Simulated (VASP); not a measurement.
# P (I4/mcm) in VASP: further runs

Runs on P. Level: PBE. Tasks: single point.

Program: VASP 6.6.1. These are calculated values, not measurements. Logs are shortened: lines on timing, memory, paths and dates and some standing lists are left out, and cuts for length are marked.

## Step 1: The cell of the first run

Symmetry: I4/mcm, No. 140, tetragonal system. The conventional cell has a = 8.254 Å, b = 8.254 Å, c = 4.914 Å, α = 90.00°, β = 90.00°, γ = 90.00°. P (site symmetry m) has 5 P at 2.22 to 2.70 Å within 2.9 Å.

The cell was generated, and may not be a known phase.

## Step 2: Single point, PBE

File INCAR:

```
SYSTEM = P
ALGO = Normal
EDIFF = 1E-7
ENCUT = 520
GGA = PE
ISIF = 2
ISMEAR = 0
LASPH = .TRUE.
LCHARG = .FALSE.
LREAL = .FALSE.
LWAVE = .FALSE.
NBANDS = 30
NELM = 80
PREC = Accurate
SIGMA = 0.1
```

File KPOINTS:

```
k-points
0
G
  10 10 10
  0 0 0
```

File POSCAR:

```
P
1.0
   -4.1268037329      4.1268037329      2.4571855107
    4.1268037329     -4.1268037329      2.4571855107
    4.1268037329      4.1268037329     -2.4571855107
P
8
Direct
    0.0777821716      0.5777821716      0.2048262512
    0.3729559204      0.8729559204      0.7951737488
    0.5777821716      0.3729559204      0.5000000000
    0.8729559204      0.0777821716      0.5000000000
    0.1270440796      0.9222178284      0.5000000000
    0.4222178284      0.6270440796      0.5000000000
    0.6270440796      0.1270440796      0.2048262512
    0.9222178284      0.4222178284      0.7951737488
```

Potentials or basis: VASP PAW PBE potentials, release 64 (P).

Started as:

```
$ cat potpaw_PBE.64/P/POTCAR > POTCAR
$ mpirun -np 1 vasp_std > vasp.out
```

OUTCAR:

```text
SYSTEM = P
   EDIFF = 1E-7
   ENCUT = 520
   GGA = PE
   ISIF = 2
   ISMEAR = 0
   LASPH = .TRUE.
   LREAL = .FALSE.
   NELM = 80
   PREC = Accurate

 ion  position               nearest neighbor table
   1  0.078  0.578  0.205-   7 2.22   8 2.40   5 2.45   6 2.45   7 2.70
   2  0.373  0.873  0.795-   8 2.22   7 2.40   5 2.45   6 2.45   8 2.70
   3  0.578  0.373  0.500-   5 2.22   6 2.40   8 2.45   7 2.45   5 2.70
   4  0.873  0.078  0.500-   6 2.22   5 2.40   8 2.45   7 2.45   6 2.70
   5  0.127  0.922  0.500-   3 2.22   4 2.40   1 2.45   2 2.45   3 2.70
   6  0.422  0.627  0.500-   4 2.22   3 2.40   1 2.45   2 2.45   4 2.70
   7  0.627  0.127  0.205-   1 2.22   2 2.40   3 2.45   4 2.45   1 2.70
   8  0.922  0.422  0.795-   2 2.22   1 2.40   3 2.45   4 2.45   2 2.70

  LATTYP: Found a body centered tetragonal cell.
 ALAT       =     8.2536074658
 C/A-ratio  =     0.5954209770

  Lattice vectors:

 A1 = (  -4.1268037329,   4.1268037329,   2.4571855107)
 A2 = (   4.1268037329,  -4.1268037329,   2.4571855107)
 A3 = (   4.1268037329,   4.1268037329,  -2.4571855107)

Analysis of symmetry for initial positions (statically):
=====================================================================
 Subroutine PRICEL returns:
 Original cell was already a primitive cell.

 Routine SETGRP: Setting up the symmetry group for a
 body centered tetragonal supercell.

 Subroutine GETGRP returns: Found 16 space group operations
 (whereof  8 operations were pure point group operations)
 out of a pool of 16 trial point group operations.

The static configuration has the point symmetry C_4h.
 The point group associated with its full space group is D_4h.

Analysis of symmetry for dynamics (positions and initial velocities):
=====================================================================
 Subroutine PRICEL returns:
 Original cell was already a primitive cell.

 Routine SETGRP: Setting up the symmetry group for a
 body centered tetragonal supercell.

 Subroutine GETGRP returns: Found 16 space group operations
 (whereof  8 operations were pure point group operations)
 out of a pool of 16 trial point group operations.

The dynamic configuration has the point symmetry C_4h.
 The point group associated with its full space group is D_4h.

 Subroutine INISYM returns: Found 16 space group operations
 (whereof  8 operations are pure point group operations),
 and found     1 'primitive' translations

----------------------------------------------------------------------------------------

                                     Primitive cell

  volume of cell :     167.3885

  direct lattice vectors                    reciprocal lattice vectors
    -4.126803733  4.126803733  2.457185511     0.000000000  0.121159142  0.203484840
     4.126803733 -4.126803733  2.457185511     0.121159142  0.000000000  0.203484840
     4.126803733  4.126803733 -2.457185511     0.121159142  0.121159142  0.000000000

  length of vectors
     6.332359650  6.332359650  6.332359650     0.236824023  0.236824023  0.171344902

  position of ions in fractional coordinates (direct lattice)
     0.077782172  0.577782172  0.204826251
     0.372955920  0.872955920  0.795173749
     0.577782172  0.372955920  0.500000000
     0.872955920  0.077782172  0.500000000
     0.127044080  0.922217828  0.500000000
     0.422217828  0.627044080  0.500000000
     0.627044080  0.127044080  0.204826251
     0.922217828  0.422217828  0.795173749

  ion indices of the primitive-cell ions
   primitive index   ion index
                 1           1
                 2           2
                 3           3
                 4           4
                 5           5
                 6           6
                 7           7
                 8           8

----------------------------------------------------------------------------------------

 KPOINTS: k-points

Automatic generation of k-mesh.
 Grid dimensions read from file:
 generate k-points for:   10   10   10

 Generating k-lattice:

  Cartesian coordinates                     Fractional coordinates (reciprocal lattice)
     0.000000000  0.012115914  0.020348484     0.100000000  0.000000000  0.000000000
     0.012115914  0.000000000  0.020348484     0.000000000  0.100000000  0.000000000
     0.012115914  0.012115914  0.000000000     0.000000000  0.000000000  0.100000000

  Length of vectors
     0.023682402  0.023682402  0.017134490

  Shift w.r.t. Gamma in fractional coordinates (k-lattice)
     0.000000000  0.000000000  0.000000000

 Subroutine IBZKPT returns following result:
 ===========================================

 Found    102 irreducible k-points:

 Following reciprocal coordinates:
            Coordinates               Weight
  0.000000  0.000000  0.000000      1.000000
  0.100000  0.000000 -0.000000      8.000000
  0.200000  0.000000 -0.000000      8.000000
  0.300000 -0.000000  0.000000      8.000000
  0.400000  0.000000 -0.000000      8.000000
  0.500000  0.000000 -0.000000      4.000000
[... 16 lines left out ...]
  0.300000  0.300000  0.000000      8.000000
  0.400000  0.300000 -0.000000     16.000000
 [... further k-points ...]
   k-points           NKPTS =    102   k-points in BZ     NKDIM =    102   number of bands    NBANDS=     30
   number of dos      NEDOS =    301   number of ions     NIONS =      8
   total plane-waves  NPLWV = 110592
   dimension x,y,z NGX =    48 NGY =   48 NGZ =   48
   dimension x,y,z NGXF=    96 NGYF=   96 NGZF=   96
   ions per type =               8
   NGX,Y,Z   is equivalent  to a cutoff of  12.60, 12.60, 12.60 a.u.
   NGXF,Y,Z  is equivalent  to a cutoff of  25.20, 25.20, 25.20 a.u.
 SYSTEM =  P
   PREC   = accura    normal or accurate (medium, high low for compatibility)
   ISTART =      0    job   : 0-new  1-cont  2-samecut
   ICHARG =      2    charge: 1-file 2-atom 10-const
   ISPIN  =      1    spin polarized calculation?
   LNONCOLLINEAR =      F non collinear calculations
   LSORBIT =      F    spin-orbit coupling
   LASPH  =      T    aspherical Exc in radial PAW
   ENCUT  =  520.0 eV  38.22 Ry    6.18 a.u.  11.77 11.77 11.77*2*pi/ulx,y,z
   NELM   =     80;   NELMIN=  2; NELMDL= -5     # of ELM steps
   EDIFF  = 0.1E-06   stopping-criterion for ELM
   LREAL  =      F    real-space projection
   EDIFFG = 0.1E-05   stopping-criterion for IOM
   NSW    =      0    number of steps for IOM
   IBRION =     -1    ionic relax: 0-MD 1-quasi-New 2-CG
   NFREE  =      0    steps in history (QN), initial steepest desc. (CG)
   ISIF   =      2    stress and relaxation
   ISYM   =      2    0-nonsym 1-usesym 2-fastsym
   POTIM  = 0.5000    time-step for ionic-motion
   TEBEG  =    0.0;   TEEND  =   0.0 temperature during run
   PSTRESS=    0.0 pullay stress
   NELECT =      40.0000    total number of electrons
   NUPDOWN=      -1.0000    fix difference up-down
   EMIN   =  10.00;   EMAX   =-10.00  energy-range for DOS
   EFERMI =   0.00;   METHOD = LEGACY
   ISMEAR =     0;   SIGMA  =   0.10  broadening in eV -4-tet -1-fermi 0-gaus
   EFERMI_NEDOS =   21; number of points for ismear=-14 and -15
   IALGO  =     38    algorithm
   IMIX   =      4    mixing-type and parameters
     AMIX     =   0.40;   BMIX     =  1.00
     AMIX_MAG =   1.60;   BMIX_MAG =  1.00
  volume/ion in A,a.u.               =      20.92       141.20
  Fermi-wavevector in a.u.,A,eV,Ry     =   1.015905  1.919782 14.042061  1.032062
  Thomas-Fermi vector in A             =   2.149218
   LORBIT       =      0    0 simple, 1 ext, 2 COOP (PROOUT), +10 PAW based schemes
   GGA     = PE    functional components
   LHFCALC =     F    Hartree Fock is set to
   AEXX    =    0.0000 exact exchange contribution
   IVDW    =     0    specifies the selected vdW correction
   LEPSILON=     F    determine dielectric tensor
   LRPA    =     F    only Hartree local field effects (RPA)
 non-spin polarized calculation
 Gauss-broadening in eV      SIGMA  =   0.10
  energy-cutoff  :      520.00
  volume of cell :      167.39
 maximum number of plane-waves:      4529
   NGX = 23   NGY = 23   NGZ = 23

 number of electron      40.0000001 magnetization

 Free energy of the ion-electron system (eV)
  ---------------------------------------------------
  ext. energy  EPLUGINS =         0.00000000
  ---------------------------------------------------
  free energy    TOTEN  =       -41.07301294 eV

  energy without entropy =      -41.06401499  energy(sigma->0) =      -41.06851397

 E-fermi :   5.7169     XC(G=0):  -9.0608

 val. band max:        5.7145262522   @ k =  -0.4000   0.5000   0.2000
 cond. band min:       5.7190250853   @ k =  -0.4000   0.4000   0.4000
 fundamental gap:      0.0044988330
 Fermi energy:         5.7169133719

 k-point     1 :       0.0000    0.0000    0.0000
  band No.  band energies     occupation
      1     -10.0660      2.00000
      2      -7.0901      2.00000
      3      -6.4864      2.00000
      4      -6.4864      2.00000
      5      -4.5022      2.00000
      6      -3.8049      2.00000
[... 22 lines left out ...]
     29       9.8008      0.00000
     30       9.8008      0.00000

 k-point     2 :       0.1000    0.0000   -0.0000
  band No.  band energies     occupation
      1      -9.9962      2.00000
      2      -7.1672      2.00000
      3      -6.4983      2.00000
      4      -6.3317      2.00000
      5      -4.8324      2.00000
      6      -4.0775      2.00000
[... 22 lines left out ...]
     29       9.9001      0.00000
     30       9.9689      0.00000

 k-point     3 :       0.2000    0.0000   -0.0000
  band No.  band energies     occupation
      1      -9.7876      2.00000
      2      -7.2556      2.00000
      3      -6.5348      2.00000
      4      -6.2594      2.00000
      5      -5.2433      2.00000
      6      -4.6073      2.00000
[... 682 lines left out ...]
     29       9.7300      0.00000
     30       9.9556      0.00000

 k-point    24 :       0.4000    0.3000   -0.0000
  band No.  band energies     occupation
      1      -9.0981      2.00000
      2      -7.9417      2.00000
      3      -7.1916      2.00000
      4      -6.7323      2.00000
      5      -5.1107      2.00000
      6      -4.1764      2.00000
[... 22 lines left out ...]
     29       9.6176      0.00000
     30      10.1051      0.00000

 [... further k-points ...]
[... 5 lines left out ...]
  --------------------------------------------------------------------------------------
  -------------------------------------------------------------------------------------
  Total       -0.1405272     -0.1405272     -0.2900100      0.0000000     -0.0000000      0.0000000
  in kB       -1.3450719     -1.3450719     -2.7758631      0.0000000     -0.0000000      0.0000000
  external PRESSURE =      -1.8220023 kB  Pullay stress =       0.0000000 kB

 VOLUME and BASIS-vectors are now :
 -----------------------------------------------------------------------------
  energy-cutoff  :      520.00
  volume of cell :      167.39
      direct lattice vectors                 reciprocal lattice vectors
    -4.126803733  4.126803733  2.457185511     0.000000000  0.121159142  0.203484840
     4.126803733 -4.126803733  2.457185511     0.121159142  0.000000000  0.203484840
     4.126803733  4.126803733 -2.457185511     0.121159142  0.121159142  0.000000000

 POSITION                                       TOTAL-FORCE (eV/Angst)
 -----------------------------------------------------------------------------------
      2.90868     -1.21812      1.10755         0.006613      0.006613     -0.041396
      5.34493      1.21812      1.10755        -0.006613     -0.006613     -0.041396
      1.21812      2.90868      1.10755        -0.006613      0.006613     -0.041396
     -1.21812      5.34493      1.10755         0.006613     -0.006613     -0.041396
      5.34493     -1.21812      1.34964        -0.006613      0.006613      0.041396
      2.90868      1.21812      1.34964         0.006613     -0.006613      0.041396
     -1.21812      2.90868      1.34964         0.006613      0.006613      0.041396
      1.21812      5.34493      1.34964        -0.006613     -0.006613      0.041396
 -----------------------------------------------------------------------------------
    total drift:                               -0.000000      0.000000     -0.000000

  FREE ENERGIE OF THE ION-ELECTRON SYSTEM (eV)
  ---------------------------------------------------
  free  energy   TOTEN  =       -41.0730129424 eV

  energy  without entropy=      -41.0640149915  energy(sigma->0) =      -41.06851397
```

Run time: 5.4 min. Hardware: 1 thread of AMD EPYC 9R45 (Zen 5), shared host; peak memory 0.5 GiB.

Results:

```
Free energy            : -41.0730 eV
Pressure               : -0.2 GPa
Largest force          : 0.042 eV/Å
Band gap on the k mesh : zero (bands 20 and 21 overlap by 0.54 eV)
```

Forces on the atoms (eV/Å):
```
P    0.007  0.007 -0.041
P   -0.007 -0.007 -0.041
P   -0.007  0.007 -0.041
P    0.007 -0.007 -0.041
P   -0.007  0.007  0.041
P    0.007 -0.007  0.041
P    0.007  0.007  0.041
P   -0.007 -0.007  0.041
```

Stress tensor (GPa, compression positive):
```
-0.13  0.00  0.00
 0.00 -0.13  0.00
 0.00  0.00 -0.28
```

## Step 3: Single point, PBE

File INCAR:

```
ALGO     = Normal         # electronic algorithm
EDIFF    = 1E-6           # SCF threshold, eV
ENCUT    = 520            # plane-wave cutoff, eV
GGA      = PE             # functional
ISIF     = 2              # what is computed and relaxed
ISMEAR   = 0              # smearing method
LASPH    = True           # aspherical terms in the spheres
LCHARG   = False          # write CHGCAR
LREAL    = False          # projectors in reciprocal space
LWAVE    = False          # write WAVECAR
NBANDS   = 30             # bands
NELM     = 80             # most SCF steps
PREC     = Accurate       # precision mode
SIGMA    = 0.1            # smearing width, eV
```

File KPOINTS:

```
k-points
0
Gamma
  10 10 10
```

POSCAR is that of step 2.

Potentials or basis: VASP PAW PBE potentials, release 64 (P).

Started as:

```
$ cat potpaw_PBE.64/P/POTCAR > POTCAR
$ mpirun -np 1 vasp_std > vasp.out
```

It took 5.6 min on 1 thread of AMD EPYC 9R45 (Zen 5), shared host; peak memory 0.5 GiB.

Results (log left out):

```
Free energy            : -41.0730 eV
Pressure               : -0.2 GPa
Largest force          : 0.042 eV/Å
Band gap on the k mesh : zero (bands 20 and 21 overlap by 0.54 eV)
```

Forces on the atoms (eV/Å):
```
P    0.007  0.007 -0.041
P   -0.007 -0.007 -0.041
P   -0.007  0.007 -0.041
P    0.007 -0.007 -0.041
P   -0.007  0.007  0.041
P    0.007 -0.007  0.041
P    0.007  0.007  0.041
P   -0.007 -0.007  0.041
```

Stress tensor (GPa, compression positive):
```
-0.13  0.00  0.00
 0.00 -0.13  0.00
 0.00  0.00 -0.28
```

Levels at points of the mesh, in eV from the Fermi level:
| k point | band 16 | band 17 | band 18 | band 19 | band 20 | band 21 | band 22 | band 23 | band 24 | band 25 |
| --- | --- | --- | --- | --- | --- | --- | --- | --- | --- | --- |
| (0.00, 0.00, 0.00) | -3.13 | -3.03 | -2.68 | -2.68 | 0.08 | 1.02 | 1.02 | 1.23 | 1.41 | 2.18 |
| (0.50, 0.00, 0.00) | -2.34 | -1.82 | -1.82 | -0.93 | -0.93 | 0.29 | 0.29 | 1.01 | 1.01 | 1.28 |
| (0.50, 0.50, 0.00) | -2.89 | -2.66 | -2.24 | -1.29 | -0.79 | 0.34 | 1.60 | 1.65 | 1.99 | 2.50 |
| (0.50, 0.50, 0.50) | -4.76 | -2.45 | -2.05 | -1.02 | 0.22 | 0.22 | 0.74 | 0.74 | 0.98 | 3.26 |
